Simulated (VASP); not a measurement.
# Hf2ZrTe6: single point with PBE

Hf2ZrTe6:

```xyz
9
Lattice="3.4474 1.9904 7.1603 -3.4474 1.9904 7.1603 0.0000 -3.9808 7.1603" Properties=species:S:1:pos:R:3 pbc="T T T"
Zr    0.0000    0.0000    0.0000
Hf    0.0000    0.0000    7.1607
Hf    0.0000    0.0000   14.3202
Te   -2.2912   -0.0127    8.9373
Te    1.1566   -1.9779    8.9373
Te    1.1346    1.9906    8.9373
Te    2.2912    0.0127   12.5437
Te   -1.1346   -1.9906   12.5437
Te   -1.1566    1.9779   12.5437
```

| Item | Value |
| --- | --- |
| Program | VASP 6.6.1 |
| Task | single point |
| Functional | PBE |
| Potentials or basis | VASP PAW PBE potentials, release 64 (Zr_sv, Hf_pv, Te) |
| Cutoff | 520 eV |
| k mesh | 6 × 6 × 6 |
| Occupations | gaussian, width 0.1 eV |
| Spin | no spin polarisation |

- Pressure: -0.1 GPa
- Largest force: 0.018 eV/Å
- Band gap on the k mesh: zero (band 34 reaches 5.35 eV, above the bottom of band 35 at 4.83 eV)

Forces on the atoms (eV/Å):
```
Zr   0.000  0.000  0.000
Hf   0.000  0.000  0.000
Hf   0.000  0.000  0.000
Te   0.009 -0.015 -0.006
Te   0.009  0.015 -0.006
Te  -0.017  0.000 -0.006
Te  -0.009  0.015  0.006
Te   0.017  0.000  0.006
Te  -0.009 -0.015  0.006
```

Levels at points of the mesh, in eV from the Fermi level:
| k point | band 32 | band 33 | band 34 | band 35 | band 36 | band 37 |
| --- | --- | --- | --- | --- | --- | --- |
| (0.00, 0.00, 0.00) | -0.31 | 0.40 | 0.40 | 0.71 | 0.82 | 0.82 |
| (0.50, 0.00, 0.00) | -0.96 | -0.91 | -0.90 | -0.12 | 0.78 | 0.98 |
| (0.50, 0.50, 0.00) | -1.16 | -1.12 | -1.10 | 0.09 | 0.88 | 1.09 |
| (0.50, 0.50, 0.50) | -2.02 | 0.28 | 0.28 | 0.81 | 0.81 | 1.11 |

Wall time 16 min on 1 thread of Intel(R) Xeon(R) Platinum 8375C CPU @ 2.90GHz (Ice Lake), on a shared host, peak memory 0.84 GiB.

Caveat: spin-orbit coupling is left out, which moves the levels of the heavy elements.
